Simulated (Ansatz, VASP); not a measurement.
One calculation of W, two programs

INCAR

```
SYSTEM = W
ALGO = Fast
EDIFF = 1E-7
ENCUT = 520
GGA = PS
ISIF = 2
ISMEAR = 0
LASPH = .True.
LCHARG = .False.
LREAL = .False.
LWAVE = .False.
NBANDS = 36
NELM = 80
PREC = Accurate
SIGMA = 0.15
```

File KPOINTS:

```
k-points
0
Gamma
  23 23 7
  0 0 0
```

The input POSCAR:

```
W
1.0
   -1.5771801388      1.5771801388     -1.5771801388
   -1.5771801388     -1.5771801388      1.5771801388
    0.0000000000      6.8390506409      6.8390506409
W
4
Direct
    0.0000000000      0.0000000000      0.8071486491
    0.5000000000      0.5000000000      0.1153069499
    0.0000000000      0.0000000000      0.3459208496
    0.5000000000      0.5000000000      0.5765347493
```

Input for Ansatz:

```yaml
crystal:
  lattice:
    - [-1.5771801388, 1.5771801388, -1.5771801388]
    - [-1.5771801388, -1.5771801388, 1.5771801388]
    - [0.0, 6.8390506409, 6.8390506409]
  atoms:
    - { symbol: W, position: [0.0, 0.0, 0.8071486491] }
    - { symbol: W, position: [0.5, 0.5, 0.1153069499] }
    - { symbol: W, position: [0.0, 0.0, 0.3459208496] }
    - { symbol: W, position: [0.5, 0.5, 0.5765347493] }
basis:
  ecutwfc: 420
kpoints:
  mp_grid: { grid: [23, 23, 7] }
hamiltonian:
  xc: pbesol
scf:
  occupations: { method: gaussian, width: 0.15 }
output:
  forces: true
  stress: true
  eigenvalues: true
```

Alike in both runs: task single point; functional PBEsol; k mesh 23 × 23 × 7; occupations gaussian, width 0.15 eV; no spin polarisation.

```csv
,VASP,Ansatz
version,VASP 6.6.1,Ansatz 0.2.0
potentials or method,"VASP PAW PBE potentials, release 64 (W_sv), cutoff 520 eV","scalar-relativistic, plane waves, PAW"
valence electrons in the cell,56,56
```

Ansatz gave:

| Item | Value |
| --- | --- |
| gap on the k mesh at the Fermi level (eV) | none |
| pressure (GPa) | -11.9 |
| traceless stress, the component that is largest in VASP (GPa) | -4.99 |
| rms of the force components (eV/Å) | 0.716 |

Task: Estimate VASP's values.

Result: gap on the k mesh at the Fermi level (eV): none; pressure (GPa): -11.5; traceless stress, the component that is largest in VASP (GPa): -5.07; rms of the force components (eV/Å): 0.727.

VASP's potentials were made for PBE, not for PBEsol. Atom by atom the forces differ by 0.011 eV/Å (rms over components). A gap of «none» marks a metal or a gap that the smearing closes. The functional is the same, so the differences come from potentials, cutoffs and numerics.

Neither program's run includes spin-orbit coupling.
